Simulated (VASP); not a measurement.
# ErO3H3 (Er(OH)3) in VASP: single point with PBE

Aim: the single point of ErO3H3 (Er(OH)3) with PBE.

All numbers are computed with VASP 6.6.1; they aren't measurements. Logs are shortened: lines on timing, memory, paths and dates and some standing lists are left out, and cuts for length are marked.

**1. The cell of the first run**

The cell holds a molecule in a box, 7 atoms: a = 13.500 Å, b = 14.190 Å, c = 9.040 Å, α = 90.00°, β = 90.00°, γ = 90.00°.

**2. Single point, PBE, collinear spin, ferromagnetic start**

File INCAR:

```
  ALGO = Normal
  EDIFF = 1E-6
  ENCUT = 520
  GGA = PE
  ISIF = 2
  ISMEAR = 0
  ISPIN = 2
  LASPH = True
  LCHARG = True
  LELF = True
  LMAXMIX = 6
  LORBIT = 11
  LREAL = False
  LVHAR = True
  LWAVE = False
  MAGMOM = 3 0 0 0 0 0 0
  NBANDS = 34
  NELM = 150
  PREC = Accurate
  SIGMA = 0.01
```

File KPOINTS:

```
k-points
0
Gamma
  1 1 1
```

File POSCAR:

```
ErH3O3
1.0
   13.5000000000      0.0000000000      0.0000000000
    0.0000000000     14.1900000000      0.0000000000
    0.0000000000      0.0000000000      9.0400000000
Er O H
1 3 3
Direct
    0.4443259300      0.5000211400      0.4977876100
    0.5948044400      0.5000204400      0.5003152700
    0.3690866700      0.6240028200      0.5003152700
    0.3690866700      0.3760394600      0.5003152700
    0.6663103700      0.5000204400      0.5025022100
    0.3333340700      0.6829175500      0.5025022100
    0.3333333300      0.3171247400      0.5025022100
```

Potentials or basis: VASP PAW PBE potentials, release 64 (Er, O, H).

The run is started by

```sh
$ cat potpaw_PBE.64/Er/POTCAR potpaw_PBE.64/O/POTCAR potpaw_PBE.64/H/POTCAR > POTCAR
$ mpirun -np 1 vasp_gam > vasp.out
```

OUTCAR:

```text
EDIFF = 1E-6
   ENCUT = 520
   GGA = PE
   ISIF = 2
   ISMEAR = 0
   ISPIN = 2
   LASPH = True
   LORBIT = 11
   LREAL = False
   NELM = 150
   PREC = Accurate

 ion  position               nearest neighbor table
   1  0.444  0.500  0.498-   2 2.03   3 2.03   4 2.03
   2  0.595  0.500  0.500-   5 0.97   1 2.03
   3  0.369  0.624  0.500-   6 0.97   1 2.03
   4  0.369  0.376  0.500-   7 0.97   1 2.03
   5  0.666  0.500  0.503-   2 0.97
   6  0.333  0.683  0.503-   3 0.97
   7  0.333  0.317  0.503-   4 0.97

  LATTYP: Found a simple orthorhombic cell.
 ALAT       =     9.0400000000
 B/A-ratio  =     1.4933628319
 C/A-ratio  =     1.5696902655

  Lattice vectors:

 A1 = (   0.0000000000,   0.0000000000,   9.0400000000)
 A2 = (  13.5000000000,   0.0000000000,   0.0000000000)
 A3 = (   0.0000000000,  14.1900000000,   0.0000000000)

Analysis of symmetry for initial positions (statically):
=====================================================================
 Subroutine PRICEL returns:
 Original cell was already a primitive cell.

 Routine SETGRP: Setting up the symmetry group for a
 simple orthorhombic supercell.

 Subroutine GETGRP returns: Found  2 space group operations
 (whereof  1 operations were pure point group operations)
 out of a pool of  8 trial point group operations.

The static configuration has the point symmetry C_1 .
 The point group associated with its full space group is C_1h.

Analysis of symmetry for dynamics (positions and initial velocities):
=====================================================================
 Subroutine PRICEL returns:
 Original cell was already a primitive cell.

 Routine SETGRP: Setting up the symmetry group for a
 simple orthorhombic supercell.

 Subroutine GETGRP returns: Found  2 space group operations
 (whereof  1 operations were pure point group operations)
 out of a pool of  8 trial point group operations.

The dynamic configuration has the point symmetry C_1 .
 The point group associated with its full space group is C_1h.

Analysis of structural, dynamic, and magnetic symmetry:
=====================================================================
 Subroutine PRICEL returns:
 Original cell was already a primitive cell.

 Routine SETGRP: Setting up the symmetry group for a
 simple orthorhombic supercell.

 Subroutine GETGRP returns: Found  2 space group operations
 (whereof  1 operations were pure point group operations)
 out of a pool of  8 trial point group operations.

The overall configuration has the point symmetry C_1 .
 The point group associated with its full space group is C_1h.

 Subroutine INISYM returns: Found  2 space group operations
 (whereof  1 operations are pure point group operations),
 and found     1 'primitive' translations

----------------------------------------------------------------------------------------

                                     Primitive cell

  volume of cell :    1731.7476

  direct lattice vectors                    reciprocal lattice vectors
    13.500000000  0.000000000  0.000000000     0.074074074  0.000000000  0.000000000
     0.000000000 14.190000000  0.000000000     0.000000000  0.070472163  0.000000000
     0.000000000  0.000000000  9.040000000     0.000000000  0.000000000  0.110619469

  length of vectors
    13.500000000 14.190000000  9.040000000     0.074074074  0.070472163  0.110619469

  position of ions in fractional coordinates (direct lattice)
     0.444325930  0.500021140  0.497787610
     0.594804440  0.500020440  0.500315270
     0.369086670  0.624002820  0.500315270
     0.369086670  0.376039460  0.500315270
     0.666310370  0.500020440  0.502502210
     0.333334070  0.682917550  0.502502210
     0.333333330  0.317124740  0.502502210

  ion indices of the primitive-cell ions
   primitive index   ion index
                 1           1
                 2           2
                 3           3
                 4           4
                 5           5
                 6           6
                 7           7

----------------------------------------------------------------------------------------

 KPOINTS: k-points

Automatic generation of k-mesh.
 Grid dimensions read from file:
 generate k-points for:    1    1    1

 Generating k-lattice:

  Cartesian coordinates                     Fractional coordinates (reciprocal lattice)
     0.074074074  0.000000000  0.000000000     1.000000000  0.000000000  0.000000000
     0.000000000  0.070472163  0.000000000     0.000000000  1.000000000  0.000000000
     0.000000000  0.000000000  0.110619469     0.000000000  0.000000000  1.000000000

  Length of vectors
     0.074074074  0.070472163  0.110619469

  Shift w.r.t. Gamma in fractional coordinates (k-lattice)
     0.000000000  0.000000000  0.000000000

 Subroutine IBZKPT returns following result:
 ===========================================

 Found      1 irreducible k-points:

 Following reciprocal coordinates:
            Coordinates               Weight
  0.000000  0.000000  0.000000      1.000000
   k-points           NKPTS =      1   k-points in BZ     NKDIM =      1   number of bands    NBANDS=     34
   number of dos      NEDOS =    301   number of ions     NIONS =      7
   total plane-waves  NPLWV = 756000
   dimension x,y,z NGX =   100 NGY =  108 NGZ =   70
   dimension x,y,z NGXF=   200 NGYF=  216 NGZF=  140
   ions per type =               1   3   3
   NGX,Y,Z   is equivalent  to a cutoff of  12.31, 12.65, 12.87 a.u.
   NGXF,Y,Z  is equivalent  to a cutoff of  24.63, 25.31, 25.75 a.u.
 SYSTEM =  unknown system
   PREC   = accura    normal or accurate (medium, high low for compatibility)
   ISTART =      0    job   : 0-new  1-cont  2-samecut
   ICHARG =      2    charge: 1-file 2-atom 10-const
   ISPIN  =      2    spin polarized calculation?
   LNONCOLLINEAR =      F non collinear calculations
   LSORBIT =      F    spin-orbit coupling
   LASPH  =      T    aspherical Exc in radial PAW
   ENCUT  =  520.0 eV  38.22 Ry    6.18 a.u.  25.10 26.38 16.81*2*pi/ulx,y,z
   NELM   =    150;   NELMIN=  2; NELMDL= -5     # of ELM steps
   EDIFF  = 0.1E-05   stopping-criterion for ELM
   LREAL  =      F    real-space projection
   EDIFFG = 0.1E-04   stopping-criterion for IOM
   NSW    =      0    number of steps for IOM
   IBRION =     -1    ionic relax: 0-MD 1-quasi-New 2-CG
   NFREE  =      0    steps in history (QN), initial steepest desc. (CG)
   ISIF   =      2    stress and relaxation
   ISYM   =      2    0-nonsym 1-usesym 2-fastsym
   POTIM  = 0.5000    time-step for ionic-motion
   TEBEG  =    0.0;   TEEND  =   0.0 temperature during run
   PSTRESS=    0.0 pullay stress
   NELECT =      43.0000    total number of electrons
   NUPDOWN=      -1.0000    fix difference up-down
   EMIN   =  10.00;   EMAX   =-10.00  energy-range for DOS
   EFERMI =   0.00;   METHOD = LEGACY
   ISMEAR =     0;   SIGMA  =   0.01  broadening in eV -4-tet -1-fermi 0-gaus
   EFERMI_NEDOS =   21; number of points for ismear=-14 and -15
   IALGO  =     38    algorithm
   IMIX   =      4    mixing-type and parameters
     AMIX     =   0.40;   BMIX     =  1.00
     AMIX_MAG =   1.60;   BMIX_MAG =  1.00
  volume/ion in A,a.u.               =     247.39      1669.49
  Fermi-wavevector in a.u.,A,eV,Ry     =   0.477606  0.902544  3.103586  0.228107
  Thomas-Fermi vector in A             =   1.473631
   LORBIT       =     11    0 simple, 1 ext, 2 COOP (PROOUT), +10 PAW based schemes
   GGA     = PE    functional components
   LHFCALC =     F    Hartree Fock is set to
   AEXX    =    0.0000 exact exchange contribution
   IVDW    =     0    specifies the selected vdW correction
   LEPSILON=     F    determine dielectric tensor
   LRPA    =     F    only Hartree local field effects (RPA)
 spin polarized calculation
 Gauss-broadening in eV      SIGMA  =   0.01
  energy-cutoff  :      520.00
  volume of cell :     1731.75
 maximum number of plane-waves:     23302
   NGX = 51   NGY = 53   NGZ = 33

 number of electron      43.0000012 magnetization       2.9999977

 Free energy of the ion-electron system (eV)
  ---------------------------------------------------
  ext. energy  EPLUGINS =         0.00000000
  ---------------------------------------------------
  free energy    TOTEN  =       -39.93550102 eV

  energy without entropy =      -39.93550102  energy(sigma->0) =      -39.93550102

 E-fermi :  -5.6395     XC(G=0):  -0.9170

 val. band max:       -5.6847479592   @ k =   0.0000   0.0000   0.0000
 cond. band min:      -4.5694617373   @ k =   0.0000   0.0000   0.0000
 fundamental gap:      1.1152862218
 Fermi energy:        -5.6395176972

 spin component 1

 k-point     1 :       0.0000    0.0000    0.0000
  band No.  band energies     occupation
      1     -54.0656      1.00000
      2     -28.2793      1.00000
      3     -28.2750      1.00000
      4     -28.1424      1.00000
      5     -22.9028      1.00000
      6     -22.4216      1.00000
[... 25 lines left out ...]
     32       0.7058      0.00000
     33       0.9875      0.00000
 Fermi energy:        -5.6395176972

 spin component 2

 k-point     1 :       0.0000    0.0000    0.0000
  band No.  band energies     occupation
      1     -52.7966      1.00000
      2     -27.4866      1.00000
      3     -27.4832      1.00000
      4     -27.2947      1.00000
      5     -22.8248      1.00000
      6     -22.2614      1.00000
[... 25 lines left out ...]
     32       0.8767      0.00000
     33       1.0096      0.00000
 [bands above 33 left out]

------------------------ aborting loop because EDIFF is reached ----------------------------------------

  FORCE on cell =-STRESS in cart. coord.  units (eV):
  Direction    XX          YY          ZZ          XY          YZ          ZX
  --------------------------------------------------------------------------------------
  -------------------------------------------------------------------------------------
  Total       -0.0107233      0.1755070     -0.1074796      0.0000000      0.0000000     -0.0161402
  in kB       -0.0099210      0.1623755     -0.0994379      0.0000000      0.0000000     -0.0149325
  external PRESSURE =       0.0176722 kB  Pullay stress =       0.0000000 kB

 VOLUME and BASIS-vectors are now :
 -----------------------------------------------------------------------------
  energy-cutoff  :      520.00
  volume of cell :     1731.75
      direct lattice vectors                 reciprocal lattice vectors
    13.500000000  0.000000000  0.000000000     0.074074074  0.000000000  0.000000000
     0.000000000 14.190000000  0.000000000     0.000000000  0.070472163  0.000000000
     0.000000000  0.000000000  9.040000000     0.000000000  0.000000000  0.110619469

 POSITION                                       TOTAL-FORCE (eV/Angst)
 -----------------------------------------------------------------------------------
      5.99840      7.09530      4.50000        -0.039645      0.000000     -0.042443
      8.02986      7.09529      4.52285         0.119757      0.000000      0.062644
      4.98267      8.85460      4.52285        -0.013252      0.181104      0.001990
      4.98267      5.33600      4.52285        -0.013252     -0.181104      0.001990
      8.99519      7.09529      4.54262        -0.049038      0.000000     -0.039272
      4.50001      9.69060      4.54262        -0.002285     -0.063933      0.007545
      4.50000      4.50000      4.54262        -0.002285      0.063933      0.007545
 -----------------------------------------------------------------------------------
    total drift:                               -0.001857      0.016377     -0.001759

  FREE ENERGIE OF THE ION-ELECTRON SYSTEM (eV)
  ---------------------------------------------------
  free  energy   TOTEN  =       -39.9355010173 eV

  energy  without entropy=      -39.9355010173  energy(sigma->0) =      -39.93550102

 total charge

# of ion       s       p       d       f       tot
--------------------------------------------------
    1        2.054   5.837   0.560  11.144  19.596
    2        1.556   3.560   0.000   0.000   5.116
    3        1.556   3.561   0.000   0.000   5.116
    4        1.556   3.561   0.000   0.000   5.116
    5        0.624   0.126   0.000   0.000   0.750
    6        0.624   0.126   0.000   0.000   0.750
    7        0.624   0.126   0.000   0.000   0.750
--------------------------------------------------
tot          8.593  16.897   0.560  11.144  37.194

 magnetization (x)

# of ion       s       p       d       f       tot
--------------------------------------------------
    1       -0.001  -0.022   0.020   2.814   2.811
    2        0.000   0.044   0.000   0.000   0.045
    3        0.000   0.041   0.000   0.000   0.041
    4        0.000   0.041   0.000   0.000   0.041
    5       -0.001   0.001   0.000   0.000  -0.000
    6       -0.001   0.001   0.000   0.000  -0.000
    7       -0.001   0.001   0.000   0.000  -0.000
--------------------------------------------------
tot         -0.003   0.107   0.020   2.814   2.937
```

Run time: 16 min. Hardware: 1 thread of Intel Xeon Platinum 8259CL at 2.50GHz (Skylake/Cascade Lake), shared host; peak memory 1.9 GiB.

Results:

```yaml
Free_energy: -39.9355 eV
Largest_force: 0.182 eV/Å
Gap_between_the_frontier_levels: 1.12 eV
Net_moment: 3.00 μB per cell
Site_moments: Er +2.81; O +0.04; H -0.00 μB
Valence_electrons_inside_the_program's_atomic_spheres: Er 19.60; O 5.12; H 0.75
```

Forces on the atoms (eV/Å):
```
Er  -0.040  0.000 -0.042
O    0.120  0.000  0.063
O   -0.013  0.181  0.002
O   -0.013 -0.181  0.002
H   -0.049  0.000 -0.039
H   -0.002 -0.064  0.008
H   -0.002  0.064  0.008
```

Caveat: the magnetic or orbital state may not be the lowest; spin-orbit coupling is left out, which moves the levels of the heavy elements; without U or exact exchange the open f shell lies at the Fermi level, which spoils levels, moments and volumes. The state reached can hang on the start; a lower one may exist.
